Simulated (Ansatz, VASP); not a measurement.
This is a calculation of Ba for Ansatz 0.2.0.

File input.yaml:

```yaml
crystal:
  lattice:
    - [-2.5065, 2.5065, 2.5065]
    - [2.5065, -2.5065, 2.5065]
    - [2.5065, 2.5065, -2.5065]
  atoms:
    - { symbol: Ba, position: [0.0, 0.0, 0.0] }
kpoints:
  mp_grid: { grid: [8, 8, 8] }
scf:
  occupations: { method: fermi_dirac, width: 0.05 }
hamiltonian:
  xc: pbesol
  pseudopotentials: { kind: all_electron, lapw: { basis_error: 0.001 } }
output:
  forces: true
  stress: true
relax:
  f_tol: 0.005
  max_steps: 60
  cell: {}
```

Potentials or basis: all-electron LAPW, scalar-relativistic.

Run with:

```sh
$ ansatz run input.yaml --threads 1 --pin off --max-ram 3072MiB --backend cpu --events-out ev --progress --plain --runs-dir out
```

**Question.** Translate it to VASP 6.6.1. Potentials there: VASP PAW PBE potentials, release 64 (Ba_sv).

**Answer.** As run (the cutoff follows the program's own potentials):

File INCAR:

```
ALGO     = Normal         # electronic algorithm
EDIFF    = 1E-6           # SCF threshold, eV
EDIFFG   = -0.005         # ionic threshold
ENCUT    = 600            # plane-wave cutoff, eV
GGA      = PS             # functional
IBRION   = 2              # ionic algorithm
ISIF     = 3              # what is computed and relaxed
ISMEAR   = -1             # smearing method
LASPH    = True           # aspherical terms in the spheres
LCHARG   = False          # write CHGCAR
LREAL    = False          # projectors in reciprocal space
LWAVE    = False          # write WAVECAR
NELM     = 80             # most SCF steps
NSW      = 80             # ionic steps
PREC     = Accurate       # precision mode
SIGMA    = 0.05           # smearing width, eV
```

The input KPOINTS:

```
k-points
0
Gamma
  8 8 8
```

The input POSCAR:

```
Ba
1.0
   -2.5065000000      2.5065000000      2.5065000000
    2.5065000000     -2.5065000000      2.5065000000
    2.5065000000      2.5065000000     -2.5065000000
Ba
1
Direct
    0.0000000000      0.0000000000      0.0000000000
```

Potentials or basis: VASP PAW PBE potentials, release 64 (Ba_sv).

Run with:

```bash
$ cat potpaw_PBE.64/Ba_sv/POTCAR > POTCAR
$ mpirun -np 1 vasp_std > vasp.out
```

Both were run:

|  | VASP | Ansatz | Ansatz less VASP |
| --- | --- | --- | --- |
| relaxed volume (Å³/atom) | 58.34 | 57.94 | -0.402 |
| relaxed length of the cell vector where the two differ most in proportion (Å) | 4.232 | 4.222 | -0.0097 |

VASP's potentials were made for PBE, not for PBEsol. Ansatz ran all-electron here, and VASP with PAW potentials.

Neither program's run includes spin-orbit coupling.
